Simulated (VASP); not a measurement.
Set up this calculation in VASP 6.6.1, as the native input.

| Quantity | Value |
| --- | --- |
| Task | single point |
| Functional | PBE |
| Potentials or basis | VASP PAW PBE potentials, release 64 (Al, N) |
| Cutoff | 520 eV |
| k mesh | 9 × 9 × 6 |
| Occupations | gaussian, width 0.02 eV |
| Spin | no spin polarisation |
| Dipole correction | no |
| Further INCAR settings | ALGO = Normal; EDIFF = 1e-06; NBANDS = 16 |

The structure of AlN lies in POSCAR:

```
AlN
1.0
    3.1302455680      0.0000000000      0.0000000000
   -1.5651227840      2.7108721819      0.0000000000
    0.0000000000      0.0000000000      5.0179604227
Al N
2 2
Direct
    0.3333333333      0.6666666667     -0.0007713538
    0.6666666667      0.3333333333      0.4992286462
    0.3333333333      0.6666666667      0.3807713538
    0.6666666667      0.3333333333      0.8807713538
```

The input as run:

INCAR

```
PREC = Accurate
ENCUT = 520
EDIFF = 1E-6
ISMEAR = 0
SIGMA = 0.02
LREAL = F
LASPH = T
NELM = 100
ALGO = Normal
ISIF = 2
LWAVE = F
LCHARG = F
GGA = PE
NBANDS = 16
```

KPOINTS

```
regular mesh
0
Gamma
  9 9 6
```

Potentials or basis: VASP PAW PBE potentials, release 64 (Al, N).

Run with:

```bash
$ cat potpaw_PBE.64/Al/POTCAR potpaw_PBE.64/N/POTCAR > POTCAR
$ mpirun -np 1 vasp_std > vasp.out
```

Results of the run:

```
Pressure               : -0.3 GPa
Band gap on the k mesh : 4.04 eV, direct
```

It took 11 s on 1 thread of Intel(R) Xeon(R) Platinum 8559C (Emerald Rapids) (shared host), peak memory 0.17 GiB.
